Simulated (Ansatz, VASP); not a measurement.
## NiO: VASP beside Ansatz

```
CELL_PARAMETERS angstrom
0.00000 2.13374 2.13374
2.13374 0.00000 2.13374
2.13374 2.13374 0.00000
ATOMIC_POSITIONS crystal
Ni 0.00000 0.00000 0.00000
O 0.50000 0.50000 0.50000
```

Alike in both runs: task single point; functional PBE; k mesh 6 × 6 × 6; occupations gaussian, width 0.02 eV; collinear spin; Hubbard terms Ni d U = 6.2 eV.

|  | VASP | Ansatz |
| --- | --- | --- |
| version | VASP 6.6.1 | Ansatz 0.2.0 |
| potentials or method | VASP PAW PBE potentials, release 64 (Ni_sv_GW, O), cutoff 700 eV | scalar-relativistic, plane waves, PAW |
| valence electrons in the cell | 24 | 24 |

VASP gave:

```
gap on the k mesh at the Fermi level (eV)                     : 2.00
least direct gap on the mesh (eV)                             : 3.17
pressure (GPa)                                                : -2.3
net moment per atom (μB)                                      : 1.00
size of the moment on the site where the two differ most (μB) : 1.80
```

Task: Estimate Ansatz's values.

Result: gap on the k mesh at the Fermi level (eV): 1.94; least direct gap on the mesh (eV): 2.96; pressure (GPa): 0.0; net moment per atom (μB): 1.00; size of the moment on the site where the two differ most (μB): 1.74.

Site moments also hang on the region over which each program counts them. The programs project onto different local orbitals, so the same U acts differently, and such runs can settle in different states. Ansatz's warnings: moment headroom below auto.

The k mesh is coarse, so the values compare programs but aren't converged.
